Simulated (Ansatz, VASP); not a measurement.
## Fe: VASP beside Ansatz

```xyz
1
Lattice="-1.2230 1.2230 2.0126 1.2230 -1.2230 2.0126 1.2230 1.2230 -2.0126" Properties=species:S:1:pos:R:3 pbc="T T T"
Fe    0.0000    0.0000    0.0000
```

Alike in both runs: functional r2SCAN; k mesh 30 × 30 × 30; occupations gaussian, width 0.1 eV; collinear spin.

Ansatz relaxed the structure, and its values are those at the end. VASP's run is a single point on that final structure, the one shown.

|  | VASP | Ansatz |
| --- | --- | --- |
| version | VASP 6.6.1 | Ansatz 0.2.0 |
| potentials or method | VASP PAW PBE potentials, release 64 (Fe), cutoff 520 eV | scalar-relativistic, plane waves, PAW |
| valence electrons in the cell | 8 | 16 |

```tsv
	VASP	Ansatz	Ansatz less VASP
gap on the k mesh at the Fermi level (eV)	none	none	-
pressure (GPa)	-0.3	0.0	+0.31
net moment per atom (μB)	2.73	2.74	+0.003
size of the moment on the site where the two differ most (μB)	2.79	2.86	+0.070
```

VASP's potentials were made for PBE, not for r2SCAN. Site moments also hang on the region over which each program counts them. A gap of «none» marks a metal or a gap that the smearing closes. VASP's potentials hold 8 valence electrons a cell and Ansatz's 16, so a difference there can come from the potentials and not from the codes.
